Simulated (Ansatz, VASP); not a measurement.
# GaSb in VASP and in Ansatz

INCAR

```
SYSTEM = GaSb
ALGO     = Normal         ! electronic algorithm
EDIFF    = 1E-6           ! SCF threshold, eV
ENCUT    = 500            ! plane-wave cutoff, eV
GGA      = PS             ! functional
GGA_COMPAT= .FALSE.      
ISIF     = 2              ! what is computed and relaxed
ISMEAR   = -1             ! smearing method
LASPH    = .TRUE.         ! aspherical terms in the spheres
LCHARG   = .TRUE.         ! write CHGCAR
LELF     = .TRUE.         ! ELF
LREAL    = .FALSE.        ! projectors in reciprocal space
LVHAR    = .TRUE.       
LWAVE    = .FALSE.        ! write WAVECAR
NBANDS   = 16             ! bands
NELM     = 120            ! most SCF steps
PREC     = Accurate       ! precision mode
SIGMA    = 0.02           ! smearing width, eV
```

The input KPOINTS:

```
k-points
0
G
  6 6 6
  0 0 0
```

The input POSCAR:

```
GaSb
1.0
   -1.5559010000      2.6750030000      2.8933130000
    1.5559010000     -2.6750030000      2.8933130000
    1.5559010000      2.6750030000     -2.8933130000
Ga Sb
1 1
Direct
    0.0000000000      0.0000000000      0.0000000000
    0.5000000000      0.5000000000      0.0000000000
```

Input for Ansatz:

```yaml
crystal:
  lattice:
    a: 3.111802
    b: 5.350006
    c: 5.786626
    alpha: 90.0
    beta: 90.0
    gamma: 90.0
  space_group: 71
  setting:
    hermann_mauguin: Immm
  atoms:
    - { symbol: Ga, position: [0.0, 0.0, 0.0] }
    - { symbol: Sb, position: [0.0, 0.0, 0.5] }
  reduce_to_primitive: true
basis:
  ecutwfc: 435.382179935808
kpoints:
  mp_grid:
    grid: [6, 6, 6]
hamiltonian:
  xc: pbesol
scf:
  occupations:
    method: fermi_dirac
    width: 0.02
output:
  write_density: true
  write_potential: true
  volumetric_format: npy
  elf: true
  stress: true
  cutoff_correction: 756.0
```

Alike in both runs: task single point; functional PBEsol; k mesh 6 × 6 × 6; occupations fermi-dirac, width 0.02 eV; no spin polarisation.

|  | VASP | Ansatz |
| --- | --- | --- |
| version | VASP 6.6.1 | Ansatz 0.2.0 |
| potentials or method | VASP PAW PBE potentials, release 64 (Ga_d, Sb), cutoff 500 eV | plane waves, PAW |
| valence electrons in the cell | 18 | 28 |

Ansatz gave:

| Property | Result |
| --- | --- |
| gap on the k mesh at the Fermi level (eV) | none |
| pressure (GPa) | -3.0 |
| traceless stress, the component that is largest in VASP (GPa) | 2.23 |

**Question.** Which values does VASP return?

**Answer.** gap on the k mesh at the Fermi level (eV): none; pressure (GPa): -3.0; traceless stress, the component that is largest in VASP (GPa): 2.25.

VASP's potentials were made for PBE, not for PBEsol. A gap of «none» marks a metal or a gap that the smearing closes. The functional is the same, so the differences come from potentials, cutoffs and numerics. VASP's potentials hold 18 valence electrons a cell and Ansatz's 28, so a difference there can come from the potentials and not from the codes.

The k mesh is coarse, so the values compare programs but aren't converged. Neither program's run includes spin-orbit coupling.
